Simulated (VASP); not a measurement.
Wanted: the native input for a VASP 6.6.1 run.

```yaml
Task: single point
Functional: r2SCAN
Potentials_or_basis: VASP PAW PBE potentials, release 64 (Ba_sv, Cs_sv)
Cutoff: 520 eV
k_mesh: 4 × 4 × 4
Occupations: gaussian, width 0.1 eV
Spin: no spin polarisation
Dipole_correction: no
Further_INCAR_settings: ALGO = Normal; EDIFF = 1e-06; NBANDS = 28
```

Crystal: CsBa3.

```
Ba Cs
1.0
     0.00000    5.22128    5.22128
     5.22128    0.00000    5.22128
     5.22128    5.22128    0.00000
Ba Cs
3 1
Direct
  0.50000 0.50000 0.50000
  0.75000 0.75000 0.75000
  0.25000 0.25000 0.25000
  0.00000 0.00000 0.00000
```

These files were run (other wordings do the same):

POSCAR

```
CsBa3
1.0
    0.0000000000      5.2212840000      5.2212840000
    5.2212840000      0.0000000000      5.2212840000
    5.2212840000      5.2212840000      0.0000000000
Ba Cs
3 1
Direct
    0.5000000000      0.5000000000      0.5000000000
    0.7500000000      0.7500000000      0.7500000000
    0.2500000000      0.2500000000      0.2500000000
    0.0000000000      0.0000000000      0.0000000000
```

INCAR.step1

```
SYSTEM = CsBa3
ALGO = Normal
EDIFF = 1E-4
ENCUT = 520
GGA = PE
ISMEAR = 0
LASPH = .True.
LCHARG = .False.
LREAL = .False.
LWAVE = .True.
NBANDS = 28
NELM = 100
PREC = Accurate
SIGMA = 0.1
```

INCAR.step2

```
SYSTEM = CsBa3
ALGO = Normal
EDIFF = 1E-6
ENCUT = 520
ISIF = 2
ISMEAR = 0
ISTART = 1
LASPH = .True.
LCHARG = .False.
LMIXTAU = .True.
LREAL = .False.
LWAVE = .False.
METAGGA = R2SCAN
NBANDS = 28
NELM = 100
PREC = Accurate
SIGMA = 0.1
```

KPOINTS

```
k-points
0
Gamma
  4 4 4
  0 0 0
```

Potentials or basis: VASP PAW PBE potentials, release 64 (Ba_sv, Cs_sv).

Launch:

```bash
$ cat potpaw_PBE.64/Ba_sv/POTCAR potpaw_PBE.64/Cs_sv/POTCAR > POTCAR
$ cp INCAR.step1 INCAR
$ mpirun -np 1 vasp_std > vasp.out
$ cp INCAR.step2 INCAR
$ mpirun -np 1 vasp_std > vasp.out
```

Results of the run:

```
Pressure : 0.3 GPa
```

Caveat: the PAW data sets were made with another functional, which shifts forces and pressure a little.

It took 2.8 min on 1 thread of Intel(R) Xeon(R) 6975P-C (Granite Rapids) (shared host), peak memory 0.49 GiB.
